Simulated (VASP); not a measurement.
# Be (Pm-3m) in VASP: single point with PBEsol

Aim: the single point of Be with PBEsol.

Program: VASP 6.6.1. These are calculated values, not measurements. Logs are shortened: lines on timing, memory, paths and dates and some standing lists are left out, and cuts for length are marked.

## Step 1: The cell of the first run

It takes space group Pm-3m (No. 221, cubic). Conventional cell: a = 2.622 Å, b = 2.622 Å, c = 2.622 Å, α = 90.00°, β = 90.00°, γ = 90.00°. Within 3.5 Å of Be (site symmetry m-3m) lie 6 Be at 2.62 Å.

This isn't the form of Be at room conditions, which is hcp.

## Step 2: Single point, PBEsol (Ca replaced by Be, lengths x 0.727, strained)

INCAR

```
SYSTEM = Be
  ALGO = Normal
  EDIFF = 1E-6
  ENCUT = 520
  GGA = PS
  ISIF = 2
  ISMEAR = 0
  LASPH = .TRUE.
  LCHARG = .TRUE.
  LELF = .TRUE.
  LREAL = .FALSE.
  LVHAR = .TRUE.
  LWAVE = .FALSE.
  NBANDS = 7
  NELM = 80
  PREC = Accurate
  SIGMA = 0.1
```

KPOINTS

```
k-points
0
G
  16 16 16
  0 0 0
```

POSCAR

```
Be
1.0
    2.6221755933      0.0000000000      0.0000000000
    0.0000000000      2.6221755933      0.0000000000
    0.0000000000      0.0000000000      2.6221755933
Be
1
Direct
    0.0000000000      0.0000000000      0.0000000000
```

Potentials or basis: VASP PAW PBE potentials, release 64 (Be).

Started as:

```sh
$ cat potpaw_PBE.64/Be/POTCAR > POTCAR
$ mpirun -np 1 vasp_std > vasp.out
```

OUTCAR:

```text
SYSTEM = Be
   EDIFF = 1E-6
   ENCUT = 520
   GGA = PS
   ISIF = 2
   ISMEAR = 0
   LASPH = .TRUE.
   LREAL = .FALSE.
   NELM = 80
   PREC = Accurate

 ion  position               nearest neighbor table
   1  0.000  0.000  0.000-

  LATTYP: Found a simple cubic cell.
 ALAT       =     2.6221755933

  Lattice vectors:

 A1 = (   2.6221755933,   0.0000000000,   0.0000000000)
 A2 = (   0.0000000000,   2.6221755933,   0.0000000000)
 A3 = (   0.0000000000,   0.0000000000,   2.6221755933)

Analysis of symmetry for initial positions (statically):
=====================================================================
 Subroutine PRICEL returns:
 Original cell was already a primitive cell.

 Routine SETGRP: Setting up the symmetry group for a
 simple cubic supercell.

 Subroutine GETGRP returns: Found 48 space group operations
 (whereof 48 operations were pure point group operations)
 out of a pool of 48 trial point group operations.

The static configuration has the point symmetry O_h .

Analysis of symmetry for dynamics (positions and initial velocities):
=====================================================================
 Subroutine PRICEL returns:
 Original cell was already a primitive cell.

 Routine SETGRP: Setting up the symmetry group for a
 simple cubic supercell.

 Subroutine GETGRP returns: Found 48 space group operations
 (whereof 48 operations were pure point group operations)
 out of a pool of 48 trial point group operations.

The dynamic configuration has the point symmetry O_h .

 Subroutine INISYM returns: Found 48 space group operations
 (whereof 48 operations are pure point group operations),
 and found     1 'primitive' translations

----------------------------------------------------------------------------------------

                                     Primitive cell

  volume of cell :      18.0296

  direct lattice vectors                    reciprocal lattice vectors
     2.622175593  0.000000000  0.000000000     0.381362714  0.000000000  0.000000000
     0.000000000  2.622175593  0.000000000     0.000000000  0.381362714  0.000000000
     0.000000000  0.000000000  2.622175593     0.000000000  0.000000000  0.381362714

  length of vectors
     2.622175593  2.622175593  2.622175593     0.381362714  0.381362714  0.381362714

  position of ions in fractional coordinates (direct lattice)
     0.000000000  0.000000000  0.000000000

  ion indices of the primitive-cell ions
[... 75 lines left out ...]
   LREAL  =      F    real-space projection
   EDIFFG = 0.1E-04   stopping-criterion for IOM
   NSW    =      0    number of steps for IOM
   IBRION =     -1    ionic relax: 0-MD 1-quasi-New 2-CG
   NFREE  =      0    steps in history (QN), initial steepest desc. (CG)
   ISIF   =      2    stress and relaxation
   ISYM   =      2    0-nonsym 1-usesym 2-fastsym
   POTIM  = 0.5000    time-step for ionic-motion
   TEBEG  =    0.0;   TEEND  =   0.0 temperature during run
   PSTRESS=    0.0 pullay stress
   NELECT =       2.0000    total number of electrons
   NUPDOWN=      -1.0000    fix difference up-down
   EMIN   =  10.00;   EMAX   =-10.00  energy-range for DOS
   EFERMI =   0.00;   METHOD = LEGACY
   ISMEAR =     0;   SIGMA  =   0.10  broadening in eV -4-tet -1-fermi 0-gaus
   EFERMI_NEDOS =   21; number of points for ismear=-14 and -15
   IALGO  =     38    algorithm
   IMIX   =      4    mixing-type and parameters
     AMIX     =   0.40;   BMIX     =  1.00
     AMIX_MAG =   1.60;   BMIX_MAG =  1.00
  volume/ion in A,a.u.               =      18.03       121.67
  Fermi-wavevector in a.u.,A,eV,Ry     =   0.786604  1.486467  8.418558  0.618747
  Thomas-Fermi vector in A             =   1.891177
   LORBIT       =      0    0 simple, 1 ext, 2 COOP (PROOUT), +10 PAW based schemes
   GGA     = PS    functional components
   LHFCALC =     F    Hartree Fock is set to
   AEXX    =    0.0000 exact exchange contribution
   IVDW    =     0    specifies the selected vdW correction
   LEPSILON=     F    determine dielectric tensor
   LRPA    =     F    only Hartree local field effects (RPA)
 non-spin polarized calculation
 Gauss-broadening in eV      SIGMA  =   0.10
  energy-cutoff  :      520.00
  volume of cell :       18.03
 maximum number of plane-waves:       500
 NGX is ok and might be reduce to    20
   NGX =  9   NGY =  9   NGZ =  9

 number of electron       2.0000000 magnetization

 Free energy of the ion-electron system (eV)
  ---------------------------------------------------
  ext. energy  EPLUGINS =         0.00000000
  ---------------------------------------------------
  free energy    TOTEN  =        -2.37093971 eV

  energy without entropy =       -2.36768898  energy(sigma->0) =       -2.36931434

 E-fermi :   1.3469     XC(G=0):  -8.1576

 val. band max:        1.3188444553   @ k =   0.5000   0.3750   0.0000
 cond. band min:       1.3517493341   @ k =   0.4375   0.2500   0.0625
 fundamental gap:      0.0329048789
 Fermi energy:         1.3469203490

 k-point     1 :       0.0000    0.0000    0.0000
  band No.  band energies     occupation
      1      -5.5227      2.00000
      2      10.3767      0.00000
      3      10.3767      0.00000
      4      10.3767      0.00000
      5      15.4480      0.00000
      6      15.4480      0.00000
      7      19.4001      0.00000
[... 221 lines left out ...]
 k-point    24 :       0.5000    0.1250    0.0000
  band No.  band energies     occupation
      1      -0.8495      2.00000
      2      -0.4619      2.00000
      3      10.9113      0.00000
      4      12.6671      0.00000
      5      15.8782      0.00000
      6      20.9469      0.00000
      7      21.2202      0.00000

 [... further k-points ...]

------------------------ aborting loop because EDIFF is reached ----------------------------------------

  FORCE on cell =-STRESS in cart. coord.  units (eV):
  Direction    XX          YY          ZZ          XY          YZ          ZX
  --------------------------------------------------------------------------------------
  -------------------------------------------------------------------------------------
  Total       -1.8326169     -1.8326169     -1.8326169      0.0000000      0.0000000     -0.0000000
  in kB     -162.8534481   -162.8534481   -162.8534481      0.0000000      0.0000000     -0.0000000
  external PRESSURE =    -162.8534481 kB  Pullay stress =       0.0000000 kB

 VOLUME and BASIS-vectors are now :
 -----------------------------------------------------------------------------
  energy-cutoff  :      520.00
  volume of cell :       18.03
      direct lattice vectors                 reciprocal lattice vectors
     2.622175593  0.000000000  0.000000000     0.381362714  0.000000000  0.000000000
     0.000000000  2.622175593  0.000000000     0.000000000  0.381362714  0.000000000
     0.000000000  0.000000000  2.622175593     0.000000000  0.000000000  0.381362714

 POSITION                                       TOTAL-FORCE (eV/Angst)
 -----------------------------------------------------------------------------------
      0.00000      0.00000      0.00000         0.000000      0.000000      0.000000
 -----------------------------------------------------------------------------------
    total drift:                                0.000000     -0.000000      0.000000

  FREE ENERGIE OF THE ION-ELECTRON SYSTEM (eV)
  ---------------------------------------------------
  free  energy   TOTEN  =        -2.3709397068 eV

  energy  without entropy=       -2.3676889760  energy(sigma->0) =       -2.36931434
```

OSZICAR:

```text
N       E                     dE             d eps       ncg     rms          rms(c)
DAV:   1    -0.155404291106E+01   -0.15540E+01   -0.74552E+02  2338   0.202E+02
DAV:   2    -0.236923273136E+01   -0.81519E+00   -0.76131E+00  3220   0.164E+01
DAV:   3    -0.237404087316E+01   -0.48081E-02   -0.48041E-02  2646   0.111E+00
DAV:   4    -0.237404348839E+01   -0.26152E-05   -0.26153E-05  3339   0.276E-02
DAV:   5    -0.237404349008E+01   -0.16895E-08   -0.15554E-08  2646   0.370E-04    0.496E-01
DAV:   6    -0.237217852121E+01    0.18650E-02   -0.55003E-04  2772   0.150E-01    0.304E-01
DAV:   7    -0.237094548042E+01    0.12330E-02   -0.16843E-03  2471   0.254E-01    0.178E-02
DAV:   8    -0.237093907993E+01    0.64005E-05   -0.73251E-06  2723   0.195E-02    0.409E-03
DAV:   9    -0.237093970677E+01   -0.62684E-06   -0.17127E-07  2576   0.429E-03
   1 F= -.23709397E+01 E0= -.23693143E+01  d E =-.325073E-02
```

stdout:

```text
POSCAR found type information on POSCAR Be
 POSCAR found :  1 types and       1 ions
 scaLAPACK will be used
 -----------------------------------------------------------------------------
|                                                                             |
|                                                                             |
|     You enforced a specific xc type in the INCAR file but a different       |
|     I HOPE YOU KNOW WHAT YOU ARE DOING!                                     |
|                                                                             |
 -----------------------------------------------------------------------------

 LDA part: xc-table for (Slater+PW92), standard interpolation
 POSCAR, INCAR and KPOINTS ok, starting setup
 FFT: planning ... GRIDC
 FFT: planning ... GRID_SOFT
 FFT: planning ... GRID
 WAVECAR not read
 entering main loop
```

Wall time 14 s (1 thread of Intel Xeon 8259CL, shared host); peak memory 0.13 GiB.

What came out:

* Free energy: -2.3709 eV
* Pressure: -16.3 GPa
* Band gap on the k mesh: zero (bands 1 and 2 overlap by 5.73 eV)

Levels at points of the mesh, in eV from the Fermi level:
| k point | band 1 | band 2 | band 3 | band 4 |
| --- | --- | --- | --- | --- |
| (0.00, 0.00, 0.00) | -6.87 | 9.03 | 9.03 | 9.03 |
| (0.50, 0.00, 0.00) | -2.50 | -2.04 | 11.12 | 11.12 |
| (0.50, 0.50, 0.00) | 0.83 | 0.83 | 3.19 | 5.83 |
| (0.50, 0.50, 0.50) | 3.69 | 3.69 | 3.69 | 9.67 |

Caveat: the cell differs from its parent crystal (Ca replaced by Be, lengths x 0.727, strained); the cell stands under tension; the PAW data sets were made with another functional, which shifts forces and pressure a little.

The gap in the log of VASP goes by the Fermi energy; the results here count the filled bands.